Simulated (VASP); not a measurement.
# Cs (Im-3m) in VASP: notebook, part 2 of 2

VASP 6.6.1.

## 3. Electric field gradients, LDA (volume scaled by 0.98)

INCAR

```
SYSTEM = Cs
  PREC = Accurate
  ENCUT = 520
  EDIFF = 1E-8
  ISMEAR = -1
  SIGMA = 0.05
  LREAL = .FALSE.
  LASPH = .TRUE.
  NELM = 100
  ALGO = Normal
  ISIF = 2
  LWAVE = .FALSE.
  LCHARG = .FALSE.
  GGA = CA
  LEFG = .TRUE.
  NBANDS = 10
```

KPOINTS

```
regular mesh
0
G
  9 9 9
  0 0 0
```

POSCAR

```
Cs
1.0
   -3.0022141539      3.0022141539      3.0022141539
    3.0022141539     -3.0022141539      3.0022141539
    3.0022141539      3.0022141539     -3.0022141539
Cs
1
Direct
    0.0000000000      0.0000000000      0.0000000000
```

Potentials or basis: VASP PAW LDA potentials, release 64 (Cs_sv).

Launch:

```
cat potpaw_LDA.64/Cs_sv/POTCAR > POTCAR
mpirun -np 1 vasp_std > vasp.out
```

OUTCAR:

```text
SYSTEM = Cs
   PREC = Accurate
   ENCUT = 520
   EDIFF = 1E-8
   ISMEAR = -1
   LREAL = .FALSE.
   LASPH = .TRUE.
   NELM = 100
   ISIF = 2
   GGA = CA

 ion  position               nearest neighbor table
   1  0.000  0.000  0.000-

  LATTYP: Found a body centered cubic cell.
 ALAT       =     6.0044283078

  Lattice vectors:

 A1 = (  -3.0022141539,   3.0022141539,   3.0022141539)
 A2 = (   3.0022141539,  -3.0022141539,   3.0022141539)
 A3 = (   3.0022141539,   3.0022141539,  -3.0022141539)

Analysis of symmetry for initial positions (statically):
=====================================================================
 Subroutine PRICEL returns:
 Original cell was already a primitive cell.

 Routine SETGRP: Setting up the symmetry group for a
 body centered cubic supercell.

 Subroutine GETGRP returns: Found 48 space group operations
 (whereof 48 operations were pure point group operations)
 out of a pool of 48 trial point group operations.

The static configuration has the point symmetry O_h .

Analysis of symmetry for dynamics (positions and initial velocities):
=====================================================================
 Subroutine PRICEL returns:
 Original cell was already a primitive cell.

 Routine SETGRP: Setting up the symmetry group for a
 body centered cubic supercell.

 Subroutine GETGRP returns: Found 48 space group operations
 (whereof 48 operations were pure point group operations)
 out of a pool of 48 trial point group operations.

The dynamic configuration has the point symmetry O_h .

 Subroutine INISYM returns: Found 48 space group operations
 (whereof 48 operations are pure point group operations),
 and found     1 'primitive' translations
[... 156 lines left out ...]
      8       2.8937      0.00000
      9       3.8337      0.00000
     10       3.8337      0.00000
[... 287 lines left out ...]
 k-point    24 :      -0.4444   -0.4444    0.1111
  band No.  band energies     occupation
      1     -23.3402      2.00000
      2     -10.2314      2.00000
      3     -10.1587      2.00000
      4     -10.1032      2.00000
      5       0.8218      0.00094
      6       1.3371      0.00000
      7       2.0424      0.00000
      8       3.0769      0.00000
      9       4.1035      0.00000
     10       4.8816      0.00000

 [... further k-points ...]

------------------------ aborting loop because EDIFF is reached ----------------------------------------

  FORCE on cell =-STRESS in cart. coord.  units (eV):
  Direction    XX          YY          ZZ          XY          YZ          ZX
  --------------------------------------------------------------------------------------
  -------------------------------------------------------------------------------------
  Total       -0.1720940     -0.1720940     -0.1720940     -0.0000000      0.0000000     -0.0000000
  in kB       -2.5473652     -2.5473652     -2.5473652     -0.0000000      0.0000000     -0.0000000
  external PRESSURE =      -2.5473652 kB  Pullay stress =       0.0000000 kB

 VOLUME and BASIS-vectors are now :
 -----------------------------------------------------------------------------
  energy-cutoff  :      520.00
  volume of cell :      108.24
      direct lattice vectors                 reciprocal lattice vectors
    -3.002214154  3.002214154  3.002214154     0.000000000  0.166543749  0.166543749
     3.002214154 -3.002214154  3.002214154     0.166543749  0.000000000  0.166543749
     3.002214154  3.002214154 -3.002214154     0.166543749  0.166543749  0.000000000

 POSITION                                       TOTAL-FORCE (eV/Angst)
 -----------------------------------------------------------------------------------
      0.00000      0.00000      0.00000        -0.000000      0.000000      0.000000
 -----------------------------------------------------------------------------------
    total drift:                                0.000000     -0.000000     -0.000000

  FREE ENERGIE OF THE ION-ELECTRON SYSTEM (eV)
  ---------------------------------------------------
  free  energy   TOTEN  =        -0.9893282942 eV

  energy  without entropy=       -0.9791920053  energy(sigma->0) =       -0.98426015

 Electric field gradients (V/A^2)
---------------------------------------------------------------------
 ion       V_xx      V_yy      V_zz      V_xy      V_xz      V_yz
---------------------------------------------------------------------
   1       0.000     0.000     0.000    -0.000    -0.000    -0.000
---------------------------------------------------------------------

 Electric field gradients after diagonalization (V/A^2)
 (convention: |V_zz| > |V_xx| > |V_yy|)
----------------------------------------------------------------------
 ion       V_xx      V_yy      V_zz     asymmetry (V_yy - V_xx)/ V_zz
----------------------------------------------------------------------
   1       0.000     0.000    -0.001       0.000
----------------------------------------------------------------------

           NMR quadrupolar parameters

 Cq : quadrupolar parameter    Cq=e*Q*V_zz/h
 eta: asymmetry parameters     (V_yy - V_xx)/ V_zz
 Q  : nuclear electric quadrupole moment in mb (millibarn)
----------------------------------------------------------------------
 ion       Cq(MHz)       eta       Q (mb)
----------------------------------------------------------------------
   1      -0.000       0.000       1.000
----------------------------------------------------------------------
```

stdout:

```text
POSCAR found type information on POSCAR Cs
 POSCAR found :  1 types and       1 ions
 scaLAPACK will be used
 LDA part: xc-table for (Slater(with rela. corr.)+CA(PZ))
 , standard interpolation
 POSCAR, INCAR and KPOINTS ok, starting setup
 FFT: planning ... GRIDC
 FFT: planning ... GRID_SOFT
 FFT: planning ... GRID
 WAVECAR not read
 entering main loop
ion   1
```

It took 10 s on 1 thread of Intel Xeon 6975P-C (Granite Rapids), shared host; peak memory 0.2 GiB.

What came out:

| Quantity | Value |
| --- | --- |
| Free energy | -0.9893 eV |
| Pressure | -0.3 GPa |

Caveat: without QUAD_EFG the Cq values of the log hold for a quadrupole moment of 1 mb, not for the nuclei; spin-orbit coupling is left out, which moves the levels of the heavy elements.

## 4. Electric field gradients, LDA (volume scaled by 0.99)

INCAR

```
SYSTEM = Cs
PREC = Accurate ; ENCUT = 520
EDIFF = 1E-8 ; ISMEAR = -1
SIGMA = 0.05 ; LREAL = .FALSE.
LASPH = .TRUE. ; NELM = 100
ALGO = Normal ; ISIF = 2
LWAVE = .FALSE. ; LCHARG = .FALSE.
GGA = CA ; LEFG = .TRUE.
NBANDS = 10
```

KPOINTS

```
Automatic mesh
0
G
  9 9 9
  0 0 0
```

POSCAR

```
Cs
1.0
   -3.0123912288      3.0123912288      3.0123912288
    3.0123912288     -3.0123912288      3.0123912288
    3.0123912288      3.0123912288     -3.0123912288
Cs
1
Direct
    0.0000000000      0.0000000000      0.0000000000
```

Potentials or basis: VASP PAW LDA potentials, release 64 (Cs_sv).

Launch:

```
cat potpaw_LDA.64/Cs_sv/POTCAR > POTCAR
mpirun -np 1 vasp_std > vasp.out
```

OUTCAR:

```text
SYSTEM = Cs
   PREC = Accurate
   ENCUT = 520
   EDIFF = 1E-8
   ISMEAR = -1
   LREAL = .FALSE.
   LASPH = .TRUE.
   NELM = 100
   ISIF = 2
   GGA = CA

 ion  position               nearest neighbor table
   1  0.000  0.000  0.000-

  LATTYP: Found a body centered cubic cell.
 ALAT       =     6.0247824576

  Lattice vectors:

 A1 = (  -3.0123912288,   3.0123912288,   3.0123912288)
 A2 = (   3.0123912288,  -3.0123912288,   3.0123912288)
 A3 = (   3.0123912288,   3.0123912288,  -3.0123912288)

[... 515 lines left out ...]
    total drift:                                0.000000      0.000000     -0.000000

  FREE ENERGIE OF THE ION-ELECTRON SYSTEM (eV)
  ---------------------------------------------------
  free  energy   TOTEN  =        -0.9875634297 eV

  energy  without entropy=       -0.9774629971  energy(sigma->0) =       -0.98251321

 Electric field gradients (V/A^2)
---------------------------------------------------------------------
 ion       V_xx      V_yy      V_zz      V_xy      V_xz      V_yz
---------------------------------------------------------------------
   1       0.000    -0.000    -0.000    -0.000    -0.000    -0.000
---------------------------------------------------------------------

 Electric field gradients after diagonalization (V/A^2)
 (convention: |V_zz| > |V_xx| > |V_yy|)
----------------------------------------------------------------------
 ion       V_xx      V_yy      V_zz     asymmetry (V_yy - V_xx)/ V_zz
----------------------------------------------------------------------
   1       0.000     0.000    -0.001       0.000
----------------------------------------------------------------------

           NMR quadrupolar parameters

 Cq : quadrupolar parameter    Cq=e*Q*V_zz/h
 eta: asymmetry parameters     (V_yy - V_xx)/ V_zz
 Q  : nuclear electric quadrupole moment in mb (millibarn)
----------------------------------------------------------------------
 ion       Cq(MHz)       eta       Q (mb)
----------------------------------------------------------------------
   1      -0.000       0.000       1.000
----------------------------------------------------------------------
```

Wall time 12 s (1 thread of AMD EPYC 9R45 (Zen 5), shared host); peak memory 0.17 GiB.

What came out:

| Item | Value |
| --- | --- |
| Free energy | -0.9876 eV |
| Pressure | -0.3 GPa |

Caveat: without QUAD_EFG the Cq values of the log hold for a quadrupole moment of 1 mb, not for the nuclei; spin-orbit coupling is left out, which moves the levels of the heavy elements.

## 5. Electric field gradients, LDA (volume scaled by 0.99)

INCAR

```
SYSTEM = Cs
  ALGO = Normal
  EDIFF = 1E-8
  ENCUT = 520
  ISIF = 2
  ISMEAR = -1
  LASPH = .True.
  LCHARG = .False.
  LEFG = .True.
  LREAL = .False.
  LWAVE = .False.
  NBANDS = 10
  NELM = 80
  PREC = Accurate
  SIGMA = 0.05
```

KPOINTS

```
k-points
0
Gamma
  9 9 9
  0 0 0
```

POSCAR is that of step 4.

Potentials or basis: VASP PAW LDA potentials, release 64 (Cs_sv).

Launch:

```
cat potpaw_LDA.64/Cs_sv/POTCAR > POTCAR
mpirun -np 1 vasp_std > vasp.out
```

OUTCAR:

```text
SYSTEM = Cs
   EDIFF = 1E-8
   ENCUT = 520
   ISIF = 2
   ISMEAR = -1
   LASPH = .True.
   LREAL = .False.
   NELM = 80
   PREC = Accurate

 ion  position               nearest neighbor table
   1  0.000  0.000  0.000-

  LATTYP: Found a body centered cubic cell.
 ALAT       =     6.0247824576

  Lattice vectors:

 A1 = (  -3.0123912288,   3.0123912288,   3.0123912288)
 A2 = (   3.0123912288,  -3.0123912288,   3.0123912288)
 A3 = (   3.0123912288,   3.0123912288,  -3.0123912288)

Analysis of symmetry for initial positions (statically):
=====================================================================
 Subroutine PRICEL returns:
 Original cell was already a primitive cell.

 Routine SETGRP: Setting up the symmetry group for a
 body centered cubic supercell.

[... 492 lines left out ...]
  external PRESSURE =      -2.7097799 kB  Pullay stress =       0.0000000 kB

 VOLUME and BASIS-vectors are now :
 -----------------------------------------------------------------------------
  energy-cutoff  :      520.00
  volume of cell :      109.34
      direct lattice vectors                 reciprocal lattice vectors
    -3.012391229  3.012391229  3.012391229     0.000000000  0.165981097  0.165981097
     3.012391229 -3.012391229  3.012391229     0.165981097  0.000000000  0.165981097
     3.012391229  3.012391229 -3.012391229     0.165981097  0.165981097  0.000000000

 POSITION                                       TOTAL-FORCE (eV/Angst)
 -----------------------------------------------------------------------------------
      0.00000      0.00000      0.00000        -0.000000      0.000000      0.000000
 -----------------------------------------------------------------------------------
    total drift:                                0.000000      0.000000     -0.000000

  FREE ENERGIE OF THE ION-ELECTRON SYSTEM (eV)
  ---------------------------------------------------
  free  energy   TOTEN  =        -0.9875634297 eV

  energy  without entropy=       -0.9774629971  energy(sigma->0) =       -0.98251321

 Electric field gradients (V/A^2)
---------------------------------------------------------------------
 ion       V_xx      V_yy      V_zz      V_xy      V_xz      V_yz
---------------------------------------------------------------------
   1       0.000    -0.000    -0.000    -0.000    -0.000    -0.000
---------------------------------------------------------------------

 Electric field gradients after diagonalization (V/A^2)
 (convention: |V_zz| > |V_xx| > |V_yy|)
----------------------------------------------------------------------
 ion       V_xx      V_yy      V_zz     asymmetry (V_yy - V_xx)/ V_zz
----------------------------------------------------------------------
   1       0.000     0.000    -0.001       0.000
----------------------------------------------------------------------

           NMR quadrupolar parameters

 Cq : quadrupolar parameter    Cq=e*Q*V_zz/h
 eta: asymmetry parameters     (V_yy - V_xx)/ V_zz
 Q  : nuclear electric quadrupole moment in mb (millibarn)
----------------------------------------------------------------------
 ion       Cq(MHz)       eta       Q (mb)
----------------------------------------------------------------------
   1      -0.000       0.000       1.000
----------------------------------------------------------------------
```

OSZICAR:

```text
N       E                     dE             d eps       ncg     rms          rms(c)
DAV:   1     0.515670824748E+02    0.51567E+02   -0.30640E+03   700   0.641E+02
DAV:   2     0.429876196430E+01   -0.47268E+02   -0.46057E+02   886   0.108E+02
DAV:   3    -0.911836922436E+00   -0.52106E+01   -0.52044E+01   804   0.409E+01
DAV:   4    -0.988118523684E+00   -0.76282E-01   -0.76267E-01   910   0.601E+00
DAV:   5    -0.988411021409E+00   -0.29250E-03   -0.29249E-03   894   0.335E-01    0.130E-01
DAV:   6    -0.987644345017E+00    0.76668E-03   -0.14893E-03   904   0.173E-01    0.827E-02
DAV:   7    -0.987524983270E+00    0.11936E-03   -0.24220E-03   904   0.220E-01    0.358E-02
DAV:   8    -0.987562563278E+00   -0.37580E-04   -0.65500E-05   786   0.513E-02    0.394E-03
DAV:   9    -0.987563310944E+00   -0.74767E-06   -0.18269E-06  1002   0.672E-03    0.217E-03
DAV:  10    -0.987563427524E+00   -0.11658E-06   -0.39265E-07   796   0.304E-03    0.345E-04
DAV:  11    -0.987563429652E+00   -0.21286E-08   -0.74506E-09   736   0.475E-04
   1 F= -.98756343E+00 E0= -.98251321E+00  d E =-.101004E-01
```

Wall time 13 s (1 thread of AMD EPYC 9R45 (Zen 5), shared host); peak memory 0.16 GiB.

Results:

* Free energy: -0.9876 eV
* Pressure: -0.3 GPa

Caveat: without QUAD_EFG the Cq values of the log hold for a quadrupole moment of 1 mb, not for the nuclei; spin-orbit coupling is left out, which moves the levels of the heavy elements.

## 6. Electric field gradients, LDA (volume scaled by 1.01)

INCAR

```
ALGO     = Normal         # electronic algorithm
EDIFF    = 1E-8           # SCF threshold, eV
ENCUT    = 520            # plane-wave cutoff, eV
GGA      = CA             # functional
ISIF     = 2              # what is computed and relaxed
ISMEAR   = -1             # smearing method
LASPH    = True           # aspherical terms in the spheres
LCHARG   = False          # write CHGCAR
LEFG     = True         
LREAL    = False          # projectors in reciprocal space
LWAVE    = False          # write WAVECAR
NBANDS   = 10             # bands
NELM     = 60             # most SCF steps
PREC     = Accurate       # precision mode
SIGMA    = 0.05           # smearing width, eV
```

KPOINTS

```
k-points
0
Gamma
  9 9 9
```

POSCAR

```
Cs
1.0
   -3.0325416020      3.0325416020      3.0325416020
    3.0325416020     -3.0325416020      3.0325416020
    3.0325416020      3.0325416020     -3.0325416020
Cs
1
Direct
    0.0000000000      0.0000000000      0.0000000000
```

Potentials or basis: VASP PAW LDA potentials, release 64 (Cs_sv).

Launch:

```
cat potpaw_LDA.64/Cs_sv/POTCAR > POTCAR
mpirun -np 1 vasp_std > vasp.out
```

OUTCAR:

```text
EDIFF = 1E-8
   ENCUT = 520
   GGA = CA
   ISIF = 2
   ISMEAR = -1
   LASPH = True
   LREAL = False
   NELM = 60
   PREC = Accurate

 ion  position               nearest neighbor table
   1  0.000  0.000  0.000-

  LATTYP: Found a body centered cubic cell.
 ALAT       =     6.0650832040

  Lattice vectors:

 A1 = (  -3.0325416020,   3.0325416020,   3.0325416020)
[... 518 lines left out ...]
    total drift:                                0.000000      0.000000     -0.000000

  FREE ENERGIE OF THE ION-ELECTRON SYSTEM (eV)
  ---------------------------------------------------
  free  energy   TOTEN  =        -0.9837157530 eV

  energy  without entropy=       -0.9736787008  energy(sigma->0) =       -0.97869723

 Electric field gradients (V/A^2)
---------------------------------------------------------------------
 ion       V_xx      V_yy      V_zz      V_xy      V_xz      V_yz
---------------------------------------------------------------------
   1       0.000     0.000    -0.000    -0.000    -0.000    -0.000
---------------------------------------------------------------------

 Electric field gradients after diagonalization (V/A^2)
 (convention: |V_zz| > |V_xx| > |V_yy|)
----------------------------------------------------------------------
 ion       V_xx      V_yy      V_zz     asymmetry (V_yy - V_xx)/ V_zz
----------------------------------------------------------------------
   1       0.000     0.000    -0.001       0.000
----------------------------------------------------------------------

           NMR quadrupolar parameters

 Cq : quadrupolar parameter    Cq=e*Q*V_zz/h
 eta: asymmetry parameters     (V_yy - V_xx)/ V_zz
 Q  : nuclear electric quadrupole moment in mb (millibarn)
----------------------------------------------------------------------
 ion       Cq(MHz)       eta       Q (mb)
----------------------------------------------------------------------
   1      -0.000       0.000       1.000
----------------------------------------------------------------------
```

Run time: 13 s. Hardware: 1 thread of AMD EPYC 9R45 (Zen 5), shared host; peak memory 0.17 GiB.

Results:

| Property | Result |
| --- | --- |
| Free energy | -0.9837 eV |
| Pressure | -0.3 GPa |

Caveat: without QUAD_EFG the Cq values of the log hold for a quadrupole moment of 1 mb, not for the nuclei; spin-orbit coupling is left out, which moves the levels of the heavy elements.

## 7. The runs side by side

| cell | gap on the mesh (eV) | pressure (GPa) |
| --- | --- | --- |
| a = 5.164 Å, angles 109.5°, 1 atom | none | -0.2 |
| a = 5.200 Å, angles 109.5°, 1 atom | none | -0.3 |
| a = 5.218 Å, angles 109.5°, 1 atom | none | -0.3 |
| a = 5.253 Å, angles 109.5°, 1 atom | none | -0.3 |

Alike in all rows: task electric field gradients; level LDA; potentials or basis VASP PAW LDA potentials, release 64 (Cs_sv); no spin polarisation; k mesh 9 × 9 × 9; cutoff (eV) 520; smearing fermi-dirac 0.05 eV.

Caveats: spin-orbit coupling is left out, which moves the levels of the heavy elements.

Absolute energies hang on the potentials; compare differences alone.
